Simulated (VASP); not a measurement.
## SrMg: single point with LDA

Crystal: SrMg.

```
Sr Mg
1.0
     4.01700    0.00000    0.00000
     0.00000    4.01700    0.00000
     0.00000    0.00000    3.78300
Sr Mg
1 1
Direct
  0.50000 0.50000 0.50000
  0.00000 0.00000 0.00000
```

This cell differs from its parent crystal: strain +0.030 along x and y, -0.030 along z.

```
Program                : VASP 6.6.1
Task                   : single point
Functional             : LDA
Potentials or basis    : VASP PAW LDA potentials, release 64 (Sr_sv, Mg)
Cutoff                 : 520 eV
k mesh                 : 12 × 12 × 12
Occupations            : gaussian, width 0.15 eV
Spin                   : no spin polarisation
Dipole correction      : no
Further INCAR settings : ALGO = Fast; EDIFF = 1e-07; NBANDS = 13
```

```
Pressure               : 2.3 GPa
Band gap on the k mesh : zero (bands 6 and 7 overlap by 1.38 eV)
```

Stress tensor (GPa, compression positive):
```
2.03 0.00 0.00
0.00 2.03 0.00
0.00 0.00 2.93
```

Levels at points of the mesh, in eV from the Fermi level:
```csv
k point,band 3,band 4,band 5,band 6,band 7,band 8,band 9,band 10
"(0.00, 0.00, 0.00)",-17.51,-17.46,-5.18,0.58,0.71,4.01,4.01,4.70
"(0.50, 0.00, 0.00)",-17.49,-17.44,-2.74,-2.48,1.56,2.07,2.86,5.34
"(0.50, 0.50, 0.00)",-17.71,-17.42,-2.52,0.07,0.07,0.22,3.63,3.63
"(0.00, 0.00, 0.50)",-17.47,-17.47,-2.38,-2.30,1.76,2.09,2.09,5.25
"(0.50, 0.00, 0.50)",-17.69,-17.45,-2.29,0.17,0.38,0.44,2.92,3.16
"(0.50, 0.50, 0.50)",-17.66,-17.66,-0.79,-0.79,-0.71,1.06,3.73,3.73
```

Run time: 63 s on 1 thread of Intel(R) Xeon(R) 6975P-C (Granite Rapids) (shared host), peak memory 0.28 GiB.

Caveat: the cell differs from its parent crystal (strain +0.030 along x and y, -0.030 along z).
